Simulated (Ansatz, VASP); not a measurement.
**Two plane-wave programs on GeF5**

```
Ge F
1.0
     4.85545    0.00000    0.00000
    -2.42773    4.20495    0.00000
     0.00000    0.00000    3.95103
Ge F
1 5
Direct
  0.00000 0.00000 0.00000
  0.00000 0.50000 0.50000
  0.33333 0.66667 0.00000
  0.66667 0.33333 0.00000
  0.50000 0.00000 0.50000
  0.50000 0.50000 0.50000
```

Change from the starting cell: species swapped into the ErNi5 type (P6/mmm, No. 191).

Alike in both runs: task relaxation of cell and atoms; functional PBE; k mesh 6 × 6 × 4; occupations gaussian, width 0.1 eV; no spin polarisation.

|  | VASP | Ansatz |
| --- | --- | --- |
| version | VASP 6.6.1 | Ansatz 0.2.0 |
| potentials or method | VASP PAW PBE potentials, release 64 (Ge_d, F), cutoff 600 eV | scalar-relativistic, plane waves, PAW |
| valence electrons in the cell | 49 | 49 |

Ansatz gave:

```
gap on the k mesh at the Fermi level, each at its own relaxed structure (eV) : none
relaxed volume (Å³/atom)                                                     : 13.65
relaxed cell length with the largest relative difference (Å)                 : 5.894
```

**Question.** What did VASP give for the same quantities?

**Answer.** gap on the k mesh at the Fermi level, each at its own relaxed structure (eV): none; relaxed volume (Å³/atom): 11.61; relaxed cell length with the largest relative difference (Å): 5.021.

A gap of «none» marks a metal or a gap that the smearing closes. One of these differences is far larger than is usual between the two programs; its cause wasn't traced.

The k mesh is coarse, so the values compare programs but aren't converged.
